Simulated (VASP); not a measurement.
# HgTe (R3m) in VASP: single point with r2SCAN

Aim: the single point of HgTe with r2SCAN.

Program: VASP 6.6.1. These are calculated values, not measurements. Logs are shortened: lines on timing, memory, paths and dates and some standing lists are left out, and cuts for length are marked.

## Step 1: The cell of the first run

Symmetry: R3m, No. 160, trigonal system. The conventional cell has a = 4.791 Å, b = 4.791 Å, c = 11.128 Å, α = 90.00°, β = 90.00°, γ = 120.00°. Within 3.8 Å of Hg (site symmetry 3m) lie 4 Te at 2.86 to 2.89 Å. Te (site symmetry 3m) has 4 Hg at 2.86 to 2.89 Å within 3.8 Å.

## Step 2: Single point, r2SCAN (epitaxial 111 strain +3.0%)

Contents of POSCAR:

```
HgTe
1.0
   -0.1170000935      3.2708325294      3.2708325294
    3.2708325294     -0.1170000935      3.2708325294
    3.2708325294      3.2708325294     -0.1170000935
Hg Te
1 1
Direct
   -0.0033987033     -0.0033987033     -0.0033987033
    0.2533987033      0.2533987033      0.2533987033
```

Contents of INCAR.step1:

```
SYSTEM = HgTe
PREC = Accurate
ENCUT = 520
ISMEAR = -1
SIGMA = 0.02
LREAL = .False.
LASPH = .True.
NELM = 80
NBANDS = 16
GGA = PE
ALGO = Normal
EDIFF = 1E-4
LWAVE = .True.
LCHARG = .False.
```

Contents of INCAR.step2:

```
SYSTEM = HgTe
PREC = Accurate
ENCUT = 520
EDIFF = 1E-7
ISMEAR = -1
SIGMA = 0.02
LREAL = .False.
LASPH = .True.
NELM = 80
ALGO = Normal
ISIF = 2
LWAVE = .False.
LCHARG = .False.
METAGGA = R2SCAN
LMIXTAU = .True.
NBANDS = 16
ISTART = 1
```

Contents of KPOINTS:

```
regular mesh
0
Gamma
  6 6 6
  0 0 0
```

Potentials or basis: VASP PAW PBE potentials, release 64 (Hg, Te).

The run is started by

```bash
$ cat potpaw_PBE.64/Hg/POTCAR potpaw_PBE.64/Te/POTCAR > POTCAR
$ cp INCAR.step1 INCAR
$ mpirun -np 1 vasp_std > vasp.out
$ cp INCAR.step2 INCAR
$ mpirun -np 1 vasp_std > vasp.out
```

OUTCAR:

```text
SYSTEM = HgTe
   PREC = Accurate
   ENCUT = 520
   EDIFF = 1E-7
   ISMEAR = -1
   LREAL = .False.
   LASPH = .True.
   NELM = 80
   ISIF = 2
   METAGGA = R2SCAN
   ISTART = 1

 ion  position               nearest neighbor table
   1  0.997  0.997  0.997-   2 2.86   2 2.89   2 2.89   2 2.89
   2  0.253  0.253  0.253-   1 2.86   1 2.89   1 2.89   1 2.89

  LATTYP: Found a trigonal (rhomboedric) cell.
 ALAT       =     4.6271351712
 COS(alpha) =     0.4639324506

  Lattice vectors:

 A1 = (  -0.1170000935,   3.2708325294,   3.2708325294)
 A2 = (   3.2708325294,  -0.1170000935,   3.2708325294)
 A3 = (   3.2708325294,   3.2708325294,  -0.1170000935)

Analysis of symmetry for initial positions (statically):
=====================================================================
 Subroutine PRICEL returns:
 Original cell was already a primitive cell.

 Routine SETGRP: Setting up the symmetry group for a
 trigonal (rhombohedral) supercell.

 Subroutine GETGRP returns: Found  6 space group operations
 (whereof  6 operations were pure point group operations)
 out of a pool of 12 trial point group operations.

The static configuration has the point symmetry C_3v.

Analysis of symmetry for dynamics (positions and initial velocities):
=====================================================================
 Subroutine PRICEL returns:
 Original cell was already a primitive cell.

 Routine SETGRP: Setting up the symmetry group for a
 trigonal (rhombohedral) supercell.

 Subroutine GETGRP returns: Found  6 space group operations
 (whereof  6 operations were pure point group operations)
 out of a pool of 12 trial point group operations.

The dynamic configuration has the point symmetry C_3v.

 Subroutine INISYM returns: Found  6 space group operations
 (whereof  6 operations are pure point group operations),
 and found     1 'primitive' translations

----------------------------------------------------------------------------------------

                                     Primitive cell

  volume of cell :      73.7385

  direct lattice vectors                    reciprocal lattice vectors
    -0.117000093  3.270832529  3.270832529    -0.144899266  0.150274703  0.150274703
     3.270832529 -0.117000093  3.270832529     0.150274703 -0.144899266  0.150274703
     3.270832529  3.270832529 -0.117000093     0.150274703  0.150274703 -0.144899266

  length of vectors
     4.627135171  4.627135171  4.627135171     0.257217359  0.257217359  0.257217359

  position of ions in fractional coordinates (direct lattice)
     0.996601297  0.996601297  0.996601297
     0.253398703  0.253398703  0.253398703

  ion indices of the primitive-cell ions
   primitive index   ion index
                 1           1
                 2           2

----------------------------------------------------------------------------------------

 KPOINTS: regular mesh

Automatic generation of k-mesh.
 Grid dimensions read from file:
 generate k-points for:    6    6    6

 Generating k-lattice:

  Cartesian coordinates                     Fractional coordinates (reciprocal lattice)
    -0.024149878  0.025045784  0.025045784     0.166666667 -0.000000000 -0.000000000
     0.025045784 -0.024149878  0.025045784    -0.000000000  0.166666667 -0.000000000
     0.025045784  0.025045784 -0.024149878    -0.000000000 -0.000000000  0.166666667

  Length of vectors
     0.042869560  0.042869560  0.042869560

  Shift w.r.t. Gamma in fractional coordinates (k-lattice)
     0.000000000  0.000000000  0.000000000

 Subroutine IBZKPT returns following result:
 ===========================================

 Found     32 irreducible k-points:

 Following reciprocal coordinates:
            Coordinates               Weight
  0.000000  0.000000  0.000000      1.000000
  0.166667 -0.000000 -0.000000      6.000000
  0.333333  0.000000  0.000000      6.000000
  0.500000 -0.000000 -0.000000      3.000000
  0.166667  0.166667 -0.000000      6.000000
  0.333333  0.166667 -0.000000     12.000000
[... 16 lines left out ...]
  0.500000  0.500000  0.166667      6.000000
 -0.333333  0.500000  0.166667     12.000000
 [... further k-points ...]
   k-points           NKPTS =     32   k-points in BZ     NKDIM =     32   number of bands    NBANDS=     16
   number of dos      NEDOS =    301   number of ions     NIONS =      2
   total plane-waves  NPLWV =  46656
   dimension x,y,z NGX =    36 NGY =   36 NGZ =   36
   dimension x,y,z NGXF=    72 NGYF=   72 NGZF=   72
   ions per type =               1   1
   NGX,Y,Z   is equivalent  to a cutoff of  12.93, 12.93, 12.93 a.u.
   NGXF,Y,Z  is equivalent  to a cutoff of  25.87, 25.87, 25.87 a.u.
 SYSTEM =  HgTe
   PREC   = accura    normal or accurate (medium, high low for compatibility)
   ISTART =      1    job   : 0-new  1-cont  2-samecut
   ICHARG =      0    charge: 1-file 2-atom 10-const
   ISPIN  =      1    spin polarized calculation?
   LNONCOLLINEAR =      F non collinear calculations
   LSORBIT =      F    spin-orbit coupling
   LASPH  =      T    aspherical Exc in radial PAW
   ENCUT  =  520.0 eV  38.22 Ry    6.18 a.u.   8.60  8.60  8.60*2*pi/ulx,y,z
   NELM   =     80;   NELMIN=  2; NELMDL=  0     # of ELM steps
   EDIFF  = 0.1E-06   stopping-criterion for ELM
   LREAL  =      F    real-space projection
   EDIFFG = 0.1E-05   stopping-criterion for IOM
   NSW    =      0    number of steps for IOM
   IBRION =     -1    ionic relax: 0-MD 1-quasi-New 2-CG
   NFREE  =      0    steps in history (QN), initial steepest desc. (CG)
   ISIF   =      2    stress and relaxation
   ISYM   =      2    0-nonsym 1-usesym 2-fastsym
   POTIM  = 0.5000    time-step for ionic-motion
   TEBEG  =    0.0;   TEEND  =   0.0 temperature during run
   PSTRESS=    0.0 pullay stress
   NELECT =      18.0000    total number of electrons
   NUPDOWN=      -1.0000    fix difference up-down
   EMIN   =  10.00;   EMAX   =-10.00  energy-range for DOS
   EFERMI =   0.00;   METHOD = LEGACY
   ISMEAR =    -1;   SIGMA  =   0.02  broadening in eV -4-tet -1-fermi 0-gaus
   EFERMI_NEDOS =   21; number of points for ismear=-14 and -15
   IALGO  =     38    algorithm
   IMIX   =      4    mixing-type and parameters
     AMIX     =   0.40;   BMIX     =  1.00
     AMIX_MAG =   1.60;   BMIX_MAG =  1.00
  volume/ion in A,a.u.               =      36.87       248.81
  Fermi-wavevector in a.u.,A,eV,Ry     =   1.023138  1.933450 14.242733  1.046811
  Thomas-Fermi vector in A             =   2.156855
   LORBIT       =      0    0 simple, 1 ext, 2 COOP (PROOUT), +10 PAW based schemes
   METAGGA = R2SCAN    functional components
   LHFCALC =     F    Hartree Fock is set to
   AEXX    =    0.0000 exact exchange contribution
   IVDW    =     0    specifies the selected vdW correction
   LEPSILON=     F    determine dielectric tensor
   LRPA    =     F    only Hartree local field effects (RPA)
 non-spin polarized calculation
  energy-cutoff  :      520.00
  volume of cell :       73.74
 maximum number of plane-waves:      2011
 NGX is ok and might be reduce to    36
   NGX = 17   NGY = 17   NGZ = 17

 number of electron      17.9999999 magnetization

 Free energy of the ion-electron system (eV)
  ---------------------------------------------------
  ext. energy  EPLUGINS =         0.00000000
  ---------------------------------------------------
  free energy    TOTEN  =       -75.12801923 eV

  energy without entropy =      -75.12800116  energy(sigma->0) =      -75.12801019

 E-fermi :   2.0188     XC(G=0):  -8.8983

 val. band max:        1.9056207860   @ k =   0.0000   0.0000   0.0000
 cond. band min:       2.1162328540   @ k =   0.0000   0.0000   0.0000
 fundamental gap:      0.2106120680
 Fermi energy:         2.0188023938

 k-point     1 :       0.0000    0.0000    0.0000
  band No.  band energies     occupation
      1      -9.8105      2.00000
      2      -5.1828      2.00000
      3      -5.1828      2.00000
      4      -5.1674      2.00000
      5      -4.7175      2.00000
      6      -4.7175      2.00000
[... 8 lines left out ...]
     15      11.8671      0.00000
     16      11.8671      0.00000

 k-point     2 :       0.1667   -0.0000   -0.0000
  band No.  band energies     occupation
      1      -9.6973      2.00000
      2      -5.1501      2.00000
      3      -5.1471      2.00000
      4      -5.1117      2.00000
      5      -4.7213      2.00000
      6      -4.7168      2.00000
[... 8 lines left out ...]
     15      10.8847      0.00000
     16      11.1670      0.00000

 k-point     3 :       0.3333    0.0000    0.0000
  band No.  band energies     occupation
      1      -9.4560      2.00000
      2      -5.0952      2.00000
      3      -5.0900      2.00000
      4      -4.8436      2.00000
      5      -4.7200      2.00000
      6      -4.7031      2.00000
[... 8 lines left out ...]
     15      10.9983      0.00000
     16      11.5963      0.00000

 k-point     4 :       0.5000   -0.0000   -0.0000
  band No.  band energies     occupation
      1      -9.3271      2.00000
      2      -5.0750      2.00000
      3      -5.0643      2.00000
      4      -4.7131      2.00000
      5      -4.6956      2.00000
      6      -4.4702      2.00000
[... 8 lines left out ...]
     15      12.0012      0.00000
     16      12.4096      0.00000

 k-point     5 :       0.1667    0.1667   -0.0000
  band No.  band energies     occupation
      1      -9.6549      2.00000
      2      -5.1439      2.00000
      3      -5.1167      2.00000
      4      -5.1071      2.00000
      5      -4.7352      2.00000
      6      -4.7042      2.00000
[... 8 lines left out ...]
     15      10.7653      0.00000
     16      12.0323      0.00000

 k-point     6 :       0.3333    0.1667   -0.0000
  band No.  band energies     occupation
      1      -9.4518      2.00000
      2      -5.0892      2.00000
      3      -5.0534      2.00000
      4      -4.9493      2.00000
      5      -4.7214      2.00000
      6      -4.6904      2.00000
[... 8 lines left out ...]
     15      11.6802      0.00000
     16      12.1616      0.00000

 k-point     7 :       0.5000    0.1667    0.0000
  band No.  band energies     occupation
      1      -9.2830      2.00000
      2      -5.0503      2.00000
      3      -5.0249      2.00000
      4      -4.7640      2.00000
      5      -4.6951      2.00000
      6      -4.4745      2.00000
[... 8 lines left out ...]
     15      11.8231      0.00000
     16      12.4630      0.00000

 k-point     8 :      -0.3333    0.1667    0.0000
  band No.  band energies     occupation
      1      -9.3314      2.00000
      2      -5.0589      2.00000
      3      -5.0399      2.00000
      4      -4.7425      2.00000
      5      -4.7157      2.00000
      6      -4.6170      2.00000
[... 8 lines left out ...]
     15      11.1221      0.00000
     16      12.2550      0.00000

 k-point     9 :      -0.1667    0.1667    0.0000
  band No.  band energies     occupation
      1      -9.5424      2.00000
      2      -5.1142      2.00000
      3      -5.0845      2.00000
      4      -5.0022      2.00000
      5      -4.7291      2.00000
      6      -4.7059      2.00000
[... 8 lines left out ...]
     15      11.1995      0.00000
     16      11.4236      0.00000
[... 172 lines left out ...]
 k-point    19 :       0.3333    0.3333    0.1667
  band No.  band energies     occupation
      1      -9.4322      2.00000
      2      -5.0901      2.00000
      3      -5.0521      2.00000
      4      -4.9421      2.00000
      5      -4.7141      2.00000
      6      -4.6897      2.00000
[... 8 lines left out ...]
     15      11.5536      0.00000
     16      11.9919      0.00000

 k-point    20 :       0.5000    0.3333    0.1667
  band No.  band energies     occupation
      1      -9.2658      2.00000
      2      -5.0239      2.00000
      3      -5.0075      2.00000
      4      -4.8306      2.00000
      5      -4.6931      2.00000
      6      -4.5496      2.00000
[... 8 lines left out ...]
     15      12.6611      0.00000
     16      13.3324      0.00000

 k-point    21 :      -0.3333    0.3333    0.1667
  band No.  band energies     occupation
      1      -9.1905      2.00000
      2      -5.0101      2.00000
      3      -4.9716      2.00000
      4      -4.7579      2.00000
      5      -4.7192      2.00000
      6      -4.3219      2.00000
[... 8 lines left out ...]
     15      12.4425      0.00000
     16      12.9419      0.00000

 k-point    22 :      -0.1667    0.3333    0.1667
  band No.  band energies     occupation
      1      -9.2866      2.00000
      2      -5.0321      2.00000
      3      -4.9939      2.00000
      4      -4.8240      2.00000
      5      -4.6986      2.00000
      6      -4.5872      2.00000
[... 8 lines left out ...]
     15      12.3627      0.00000
     16      13.1323      0.00000

 k-point    23 :       0.5000    0.5000    0.1667
  band No.  band energies     occupation
      1      -9.1775      2.00000
      2      -5.0005      2.00000
      3      -4.9298      2.00000
      4      -4.8632      2.00000
      5      -4.6737      2.00000
      6      -4.3897      2.00000
[... 8 lines left out ...]
     15      12.9883      0.00000
     16      13.7219      0.00000

 k-point    24 :      -0.3333    0.5000    0.1667
  band No.  band energies     occupation
      1      -9.1429      2.00000
      2      -4.9800      2.00000
      3      -4.9312      2.00000
      4      -4.8136      2.00000
      5      -4.6982      2.00000
      6      -4.2401      2.00000
[... 8 lines left out ...]
     15      12.8920      0.00000
     16      13.5795      0.00000

 [... further k-points ...]
[... 5 lines left out ...]
  --------------------------------------------------------------------------------------
  -------------------------------------------------------------------------------------
  Total       -0.5983641     -0.5983641     -0.5983641      0.3051639      0.3051639      0.3051639
  in kB      -13.0011494    -13.0011494    -13.0011494      6.6305470      6.6305470      6.6305470
  external PRESSURE =     -13.0011494 kB  Pullay stress =       0.0000000 kB

 VOLUME and BASIS-vectors are now :
 -----------------------------------------------------------------------------
  energy-cutoff  :      520.00
  volume of cell :       73.74
      direct lattice vectors                 reciprocal lattice vectors
    -0.117000093  3.270832529  3.270832529    -0.144899266  0.150274703  0.150274703
     3.270832529 -0.117000093  3.270832529     0.150274703 -0.144899266  0.150274703
     3.270832529  3.270832529 -0.117000093     0.150274703  0.150274703 -0.144899266

 POSITION                                       TOTAL-FORCE (eV/Angst)
 -----------------------------------------------------------------------------------
      6.40283      6.40283      6.40283         0.000127      0.000127      0.000127
      1.62800      1.62800      1.62800        -0.000127     -0.000127     -0.000127
 -----------------------------------------------------------------------------------
    total drift:                               -0.000094     -0.000094     -0.000094

  FREE ENERGIE OF THE ION-ELECTRON SYSTEM (eV)
  ---------------------------------------------------
  free  energy   TOTEN  =       -75.1280192296 eV

  energy  without entropy=      -75.1280011573  energy(sigma->0) =      -75.12801019
```

Run time: 82 s. Hardware: 1 thread of AMD EPYC 9R45 (Zen 5), shared host; peak memory 0.2 GiB.

Results:

| Property | Result |
| --- | --- |
| Free energy | -75.1280 eV |
| Pressure | -1.3 GPa |
| Band gap on the k mesh | 0.21 eV |

Levels at points of the mesh, in eV from the valence-band top:
| k point | band 7 | band 8 | band 9 | band 10 | band 11 | band 12 |
| --- | --- | --- | --- | --- | --- | --- |
| (0.00, 0.00, 0.00) | -0.64 | 0.00 | 0.00 | 0.21 | 4.66 | 4.66 |
| (0.50, 0.00, 0.00) | -5.03 | -0.83 | -0.64 | 1.12 | 5.60 | 5.61 |
| (0.50, 0.50, 0.00) | -5.02 | -2.05 | -1.77 | 2.08 | 3.09 | 8.23 |
| (0.50, 0.50, 0.50) | -4.88 | -0.91 | -0.91 | 0.61 | 5.32 | 5.32 |

Caveat: the cell differs from its parent crystal (epitaxial 111 strain +3.0%); the PAW data sets were made with another functional, which shifts forces and pressure a little; spin-orbit coupling is left out, which moves the levels of the heavy elements.
